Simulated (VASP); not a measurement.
Write the native input for VASP 6.6.1 that does the following.

```
Task                   : relaxation of shape and atoms at fixed volume
Functional             : PBEsol
Potentials or basis    : VASP PAW PBE potentials, release 64 (Zr_sv, B)
Cutoff                 : 600 eV
k mesh                 : 18 × 18 × 12
Occupations            : gaussian, width 0.1 eV
Spin                   : no spin polarisation
Dipole correction      : no
Further INCAR settings : ALGO = Normal; EDIFF = 1e-06; IBRION = 2; EDIFFG = -0.01; NSW = 50; ISIF = 4
```

The structure of ZrB2 lies in POSCAR:

```
ZrB2
1.0
    3.1861765192      0.0000000000      0.0000000000
   -1.5930882596      2.7593098066      0.0000000000
    0.0000000000      0.0000000000      3.5414913068
Zr B
1 2
Direct
    0.0000000000      0.0000000000      0.0000000000
    0.3333333333      0.6666666667      0.5000000000
    0.6666666667      0.3333333333      0.5000000000
```

This cell differs from its parent crystal: volume scaled by 1.03.

These files were run (other wordings do the same):

INCAR

```
  PREC = Accurate
  ENCUT = 600
  EDIFF = 1E-6
  ISMEAR = 0
  SIGMA = 0.1
  LREAL = False
  LASPH = True
  NELM = 60
  ALGO = Normal
  ISIF = 4
  LWAVE = False
  LCHARG = False
  GGA = PS
  IBRION = 2
  NSW = 50
  EDIFFG = -0.01
```

KPOINTS

```
regular mesh
0
Gamma
  18 18 12
```

Potentials or basis: VASP PAW PBE potentials, release 64 (Zr_sv, B).

Run with:

```bash
$ cat potpaw_PBE.64/Zr_sv/POTCAR potpaw_PBE.64/B/POTCAR > POTCAR
$ mpirun -np 1 vasp_std > vasp.out
```

Results of the run:

| Quantity | Value |
| --- | --- |
| Energy gained by relaxing | 0.0 meV/atom |
| Ionic steps | 2 |
| Pressure after relaxing | -6.7 GPa |
| Band gap on the k mesh | zero (band 9 reaches 11.02 eV, above the bottom of band 10 at 9.79 eV) |

Caveat: the PAW data sets were made with another functional, which shifts forces and pressure a little.

Run time: 120 s on 1 thread of Intel(R) Xeon(R) Platinum 8488C (Sapphire Rapids) (shared host), peak memory 0.27 GiB.
